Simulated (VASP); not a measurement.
# Ag in VASP: further runs

The runs below take Ag through single point, with PBE.

All numbers are computed with VASP 6.6.1; they aren't measurements. Logs are shortened: lines on timing, memory, paths and dates and some standing lists are left out, and cuts for length are marked.

### Step 1. The cell of the first run

The typed cell holds 4 atoms: a = 2.884 Å, b = 2.884 Å, c = 9.993 Å, α = 90.00°, β = 90.00°, γ = 120.00°.

This isn't the form of Ag at room conditions, which is fcc.

### Step 2. Single point, PBE

File INCAR:

```
PREC = Accurate
ENCUT = 500
EDIFF = 1E-6
ISMEAR = -1
SIGMA = 0.1042
LREAL = F
LASPH = T
NELM = 120
ALGO = Normal
ISIF = 2
LWAVE = F
LCHARG = F
GGA = PE
NBANDS = 30
GGA_COMPAT = F
```

File KPOINTS:

```
regular mesh
0
Gamma
  7 7 2
```

File POSCAR:

```
Ag
1.0
    2.8842319100      0.0000000000      0.0000000000
   -1.4421159500      2.4978155800      0.0000000000
    0.0000000000      0.0000000000      9.9931810200
Ag
4
Direct
    0.3333000000      0.6667000000      0.2500000000
    0.6666000000      0.3333000000      0.7500000000
    0.0000000000      0.0000000000      0.0000000000
    0.0000000000      0.0000000000      0.5000000000
```

Potentials or basis: VASP PAW PBE potentials, release 64 (Ag).

Launch:

```
$ cat potpaw_PBE.64/Ag/POTCAR > POTCAR
$ mpirun -np 1 vasp_std > vasp.out
```

OUTCAR:

```text
PREC = Accurate
   ENCUT = 500
   EDIFF = 1E-6
   ISMEAR = -1
   LREAL = F
   LASPH = T
   NELM = 120
   ISIF = 2
   GGA = PE

 ion  position               nearest neighbor table
   1  0.333  0.667  0.250-   3 3.00   4 3.00   3 3.00   4 3.00   3 3.00   4 3.00
   2  0.667  0.333  0.750-   3 3.00   4 3.00   3 3.00   4 3.00   3 3.00   4 3.00
   3  0.000  0.000  0.000-   1 3.00   2 3.00   1 3.00   2 3.00   2 3.00   1 3.00
   4  0.000  0.000  0.500-   1 3.00   2 3.00   1 3.00   2 3.00   2 3.00   1 3.00

  LATTYP: Found a hexagonal cell.
 ALAT       =     2.8842319100
 C/A-ratio  =     3.4647633518

  Lattice vectors:

 A1 = (   2.8842319100,   0.0000000000,   0.0000000000)
 A2 = (  -1.4421159500,   2.4978155800,   0.0000000000)
 A3 = (   0.0000000000,   0.0000000000,   9.9931810200)

Analysis of symmetry for initial positions (statically):
=====================================================================
 Subroutine PRICEL returns:
 Original cell was already a primitive cell.

 Routine SETGRP: Setting up the symmetry group for a
 hexagonal supercell.

 Subroutine GETGRP returns: Found  4 space group operations
 (whereof  2 operations were pure point group operations)
 out of a pool of 24 trial point group operations.

The static configuration has the point symmetry C_2 .
 The point group associated with its full space group is C_2v.

Analysis of symmetry for dynamics (positions and initial velocities):
=====================================================================
 Subroutine PRICEL returns:
 Original cell was already a primitive cell.

 Routine SETGRP: Setting up the symmetry group for a
 hexagonal supercell.

 Subroutine GETGRP returns: Found  4 space group operations
 (whereof  2 operations were pure point group operations)
 out of a pool of 24 trial point group operations.

The dynamic configuration has the point symmetry C_2 .
 The point group associated with its full space group is C_2v.

 Subroutine INISYM returns: Found  4 space group operations
 (whereof  2 operations are pure point group operations),
 and found     1 'primitive' translations

----------------------------------------------------------------------------------------

                                     Primitive cell

  volume of cell :      71.9937

  direct lattice vectors                    reciprocal lattice vectors
     2.884231910  0.000000000  0.000000000     0.346712758  0.200174906  0.000000000
    -1.442115950  2.497815580  0.000000000     0.000000000  0.400349813  0.000000000
     0.000000000  0.000000000  9.993181020     0.000000000  0.000000000  0.100068236

  length of vectors
     2.884231910  2.884229721  9.993181020     0.400349509  0.400349813  0.100068236

  position of ions in fractional coordinates (direct lattice)
     0.333300000  0.666700000  0.250000000
     0.666600000  0.333300000  0.750000000
     0.000000000  0.000000000  0.000000000
     0.000000000  0.000000000  0.500000000

  ion indices of the primitive-cell ions
   primitive index   ion index
                 1           1
                 2           2
                 3           3
                 4           4

----------------------------------------------------------------------------------------

 KPOINTS: regular mesh

Automatic generation of k-mesh.
 Grid dimensions read from file:
 generate k-points for:    7    7    2

 Generating k-lattice:

  Cartesian coordinates                     Fractional coordinates (reciprocal lattice)
     0.049530394  0.028596415  0.000000000     0.142857143  0.000000000  0.000000000
     0.000000000  0.057192830  0.000000000     0.000000000  0.142857143  0.000000000
     0.000000000  0.000000000  0.050034118     0.000000000  0.000000000  0.500000000

  Length of vectors
     0.057192787  0.057192830  0.050034118

  Shift w.r.t. Gamma in fractional coordinates (k-lattice)
     0.000000000  0.000000000  0.000000000

 Subroutine IBZKPT returns following result:
 ===========================================

 Found     32 irreducible k-points:

 Following reciprocal coordinates:
            Coordinates               Weight
  0.000000  0.000000  0.000000      1.000000
  0.142857  0.000000  0.000000      4.000000
  0.000000  0.142857  0.000000      2.000000
  0.285714  0.000000  0.000000      4.000000
  0.000000  0.285714  0.000000      2.000000
  0.428571 -0.000000  0.000000      4.000000
[... 16 lines left out ...]
  0.000000  0.428571  0.500000      2.000000
  0.142857  0.142857  0.500000      4.000000
 [... further k-points ...]
   k-points           NKPTS =     32   k-points in BZ     NKDIM =     32   number of bands    NBANDS=     30
   number of dos      NEDOS =    301   number of ions     NIONS =      4
   total plane-waves  NPLWV =  46080
   dimension x,y,z NGX =    24 NGY =   24 NGZ =   80
   dimension x,y,z NGXF=    48 NGYF=   48 NGZF=  160
   ions per type =               4
   NGX,Y,Z   is equivalent  to a cutoff of  13.83, 13.83, 13.31 a.u.
   NGXF,Y,Z  is equivalent  to a cutoff of  27.67, 27.67, 26.62 a.u.
 SYSTEM =  unknown system
   PREC   = accura    normal or accurate (medium, high low for compatibility)
   ISTART =      0    job   : 0-new  1-cont  2-samecut
   ICHARG =      2    charge: 1-file 2-atom 10-const
   ISPIN  =      1    spin polarized calculation?
   LNONCOLLINEAR =      F non collinear calculations
   LSORBIT =      F    spin-orbit coupling
   LASPH  =      T    aspherical Exc in radial PAW
   ENCUT  =  500.0 eV  36.75 Ry    6.06 a.u.   5.26  5.26 18.22*2*pi/ulx,y,z
   NELM   =    120;   NELMIN=  2; NELMDL= -5     # of ELM steps
   EDIFF  = 0.1E-05   stopping-criterion for ELM
   LREAL  =      F    real-space projection
   EDIFFG = 0.1E-04   stopping-criterion for IOM
   NSW    =      0    number of steps for IOM
   IBRION =     -1    ionic relax: 0-MD 1-quasi-New 2-CG
   NFREE  =      0    steps in history (QN), initial steepest desc. (CG)
   ISIF   =      2    stress and relaxation
   ISYM   =      2    0-nonsym 1-usesym 2-fastsym
   POTIM  = 0.5000    time-step for ionic-motion
   TEBEG  =    0.0;   TEEND  =   0.0 temperature during run
   PSTRESS=    0.0 pullay stress
   NELECT =      44.0000    total number of electrons
   NUPDOWN=      -1.0000    fix difference up-down
   EMIN   =  10.00;   EMAX   =-10.00  energy-range for DOS
   EFERMI =   0.00;   METHOD = LEGACY
   ISMEAR =    -1;   SIGMA  =   0.10  broadening in eV -4-tet -1-fermi 0-gaus
   EFERMI_NEDOS =   21; number of points for ismear=-14 and -15
   IALGO  =     38    algorithm
   IMIX   =      4    mixing-type and parameters
     AMIX     =   0.40;   BMIX     =  1.00
     AMIX_MAG =   1.60;   BMIX_MAG =  1.00
  volume/ion in A,a.u.               =      18.00       121.46
  Fermi-wavevector in a.u.,A,eV,Ry     =   1.389294  2.625386 26.261135  1.930139
  Thomas-Fermi vector in A             =   2.513339
   LORBIT       =      0    0 simple, 1 ext, 2 COOP (PROOUT), +10 PAW based schemes
   GGA     = PE    functional components
   LHFCALC =     F    Hartree Fock is set to
   AEXX    =    0.0000 exact exchange contribution
   IVDW    =     0    specifies the selected vdW correction
   LEPSILON=     F    determine dielectric tensor
   LRPA    =     F    only Hartree local field effects (RPA)
 non-spin polarized calculation
  energy-cutoff  :      500.00
  volume of cell :       71.99
 maximum number of plane-waves:      1846
 NGX is ok and might be reduce to    24
   NGX = 11   NGY = 11   NGZ = 37

 number of electron      43.9999999 magnetization

 Free energy of the ion-electron system (eV)
  ---------------------------------------------------
  ext. energy  EPLUGINS =         0.00000000
  ---------------------------------------------------
  free energy    TOTEN  =       -10.89131567 eV

  energy without entropy =      -10.85100826  energy(sigma->0) =      -10.87116197

 E-fermi :   7.6113     XC(G=0): -11.8856

 val. band max:        7.5359586472   @ k =  -0.2857   0.1429   0.5000
 cond. band min:       7.8182400071   @ k =   0.4286  -0.0000   0.0000
 fundamental gap:      0.2822813599
 Fermi energy:         7.6112808131

 k-point     1 :       0.0000    0.0000    0.0000
  band No.  band energies     occupation
      1       0.3210      2.00000
      2       1.4816      2.00000
      3       1.4837      2.00000
      4       1.5639      2.00000
      5       2.8547      2.00000
      6       3.1021      2.00000
[... 22 lines left out ...]
     29      23.4954      0.00000
     30      24.4395      0.00000

 k-point     2 :       0.1429    0.0000    0.0000
  band No.  band energies     occupation
      1       0.8711      2.00000
      2       1.8726      2.00000
      3       1.9381      2.00000
      4       1.9445      2.00000
      5       2.7693      2.00000
      6       2.8784      2.00000
[... 22 lines left out ...]
     29      22.4315      0.00000
     30      22.4567      0.00000

 k-point     3 :       0.0000    0.1429    0.0000
  band No.  band energies     occupation
      1       0.8711      2.00000
      2       1.8726      2.00000
      3       1.9381      2.00000
      4       1.9445      2.00000
      5       2.7693      2.00000
      6       2.8784      2.00000
[... 22 lines left out ...]
     29      22.4315      0.00000
     30      22.4567      0.00000

 k-point     4 :       0.2857    0.0000    0.0000
  band No.  band energies     occupation
      1       1.8117      2.00000
      2       1.9528      2.00000
      3       2.0505      2.00000
      4       2.2306      2.00000
      5       2.4236      2.00000
      6       2.5009      2.00000
[... 616 lines left out ...]
     29      17.1081      0.00000
     30      17.1081      0.00000

 k-point    23 :       0.0000    0.4286    0.5000
  band No.  band energies     occupation
      1       1.7444      2.00000
      2       1.7444      2.00000
      3       1.8601      2.00000
      4       1.8601      2.00000
      5       2.0303      2.00000
      6       2.0303      2.00000
[... 22 lines left out ...]
     29      17.1083      0.00000
     30      17.1083      0.00000

 k-point    24 :       0.1429    0.1429    0.5000
  band No.  band energies     occupation
      1       1.9740      2.00000
      2       1.9740      2.00000
      3       2.4030      2.00000
      4       2.4030      2.00000
      5       2.5832      2.00000
      6       2.5832      2.00000
[... 22 lines left out ...]
     29      19.3166      0.00000
     30      19.3166      0.00000

 [... further k-points ...]

------------------------ aborting loop because EDIFF is reached ----------------------------------------

  FORCE on cell =-STRESS in cart. coord.  units (eV):
  Direction    XX          YY          ZZ          XY          YZ          ZX
  --------------------------------------------------------------------------------------
  -------------------------------------------------------------------------------------
  Total        0.6951475      0.6949121     -1.8476106      0.0000000      0.0000000      0.0000000
  in kB       15.4701049     15.4648651    -41.1175019      0.0000000      0.0000000      0.0000000
  external PRESSURE =      -3.3941773 kB  Pullay stress =       0.0000000 kB

 VOLUME and BASIS-vectors are now :
 -----------------------------------------------------------------------------
  energy-cutoff  :      500.00
  volume of cell :       71.99
      direct lattice vectors                 reciprocal lattice vectors
     2.884231910  0.000000000  0.000000000     0.346712758  0.200174906  0.000000000
    -1.442115950  2.497815580  0.000000000     0.000000000  0.400349813  0.000000000
     0.000000000  0.000000000  9.993181020     0.000000000  0.000000000  0.100068236

 POSITION                                       TOTAL-FORCE (eV/Angst)
 -----------------------------------------------------------------------------------
     -0.00014      1.66529      2.49830         0.000084     -0.000044      0.000000
      1.44197      0.83252      7.49489         0.000084      0.000044     -0.000000
      0.00000      0.00000      0.00000        -0.000084     -0.000000      0.000000
      0.00000      0.00000      4.99659        -0.000084     -0.000000      0.000000
 -----------------------------------------------------------------------------------
    total drift:                               -0.000001      0.000000     -0.000000

  FREE ENERGIE OF THE ION-ELECTRON SYSTEM (eV)
  ---------------------------------------------------
  free  energy   TOTEN  =       -10.8913156696 eV

  energy  without entropy=      -10.8510082630  energy(sigma->0) =      -10.87116197
```

Run time: 98 s. Hardware: 1 thread of Intel Xeon 8259CL, shared host; peak memory 0.22 GiB.

Results:

| Item | Value |
| --- | --- |
| Free energy | -10.8913 eV |
| Pressure | -0.3 GPa |
| Band gap on the k mesh | zero (bands 22 and 23 overlap by 5.60 eV) |

Stress tensor (GPa, compression positive):
```
 1.55  0.00  0.00
 0.00  1.55  0.00
 0.00  0.00 -4.11
```

Caveat: the stress differs along the axes, from -4 to 2 GPa.

(Continued in part 2 of 2.)

The gap in the log of VASP goes by the Fermi energy; the results here count the filled bands.